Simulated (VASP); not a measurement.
Input of a VASP 6.6.1 run:

INCAR

```
SYSTEM = Nb
ALGO = Normal
EDIFF = 1E-6
EDIFFG = -0.01
ENCUT = 600
GGA = PE
IBRION = 2
ISIF = 3
ISMEAR = -1
LASPH = .True.
LCHARG = .False.
LREAL = .False.
LWAVE = .False.
NELM = 100
NSW = 80
PREC = Accurate
SIGMA = 0.1
```

File KPOINTS:

```
k-points
0
Gamma
  13 13 13
  0 0 0
```

POSCAR

```
Nb
1.0
    0.0000000000      2.0791217165      2.0791217165
    2.0791217165      0.0000000000      2.0791217165
    2.0791217165      2.0791217165      0.0000000000
Nb
1
Direct
    0.0000000000      0.0000000000      0.0000000000
```

Potentials or basis: VASP PAW PBE potentials, release 64 (Nb_sv).

Command:

```sh
$ cat potpaw_PBE.64/Nb_sv/POTCAR > POTCAR
$ mpirun -np 1 vasp_std > vasp.out
```

Problem. What does it give for the relaxed volume?

Solution. 18.76 Å³/atom.

Problem. Predict the relaxed cell.

Solution. a = 2.983 Å, b = 2.983 Å, c = 2.983 Å, α = 60.00°, β = 60.00°, γ = 60.00°.

Problem. Predict the space group after relaxing (to 0.05 Å).

Solution. Fm-3m (No. 225).

Final structure:
```
Nb
1.0
     0.00000    2.10910    2.10910
     2.10910    0.00000    2.10910
     2.10910    2.10910    0.00000
Nb
1
Cartesian
  0.0000 0.0000 0.0000
```
